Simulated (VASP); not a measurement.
A run of VASP 6.6.1 is set up as follows.

Contents of INCAR:

```
PREC = Accurate ; ENCUT = 520
EDIFF = 1E-6 ; ISMEAR = 0
SIGMA = 0.15 ; LREAL = F
LASPH = T ; NELM = 60
ALGO = Fast ; ISIF = 2
LWAVE = F ; LCHARG = F
GGA = PS ; NBANDS = 11
```

The input KPOINTS:

```
Automatic mesh
0
Gamma
  14 14 14
```

POSCAR

```
Ca
1.0
    0.0000000000      2.7942000000      2.7942000000
    2.9059680000      0.0000000000      2.7942000000
    2.9059680000      2.7942000000      0.0000000000
Ca
1
Direct
    0.0000000000      0.0000000000      0.0000000000
```

Potentials or basis: VASP PAW PBE potentials, release 64 (Ca_sv).

Launch:

```bash
$ cat potpaw_PBE.64/Ca_sv/POTCAR > POTCAR
$ mpirun -np 1 vasp_std > vasp.out
```

Estimate the band gap on the k mesh.

zero (band 5 reaches 1.83 eV, above the bottom of band 6 at 1.41 eV).

What does it give for the pressure?

-1.7 GPa.

Stress tensor (GPa, compression positive):
```
-1.90  0.00  0.00
 0.00 -1.54  0.00
 0.00  0.00 -1.54
```

Caveat: the cell differs from its parent crystal (strain +0.0400 x Voigt [1, 0, 0, 0, 0, 0]); the PAW data sets were made with another functional, which shifts forces and pressure a little.
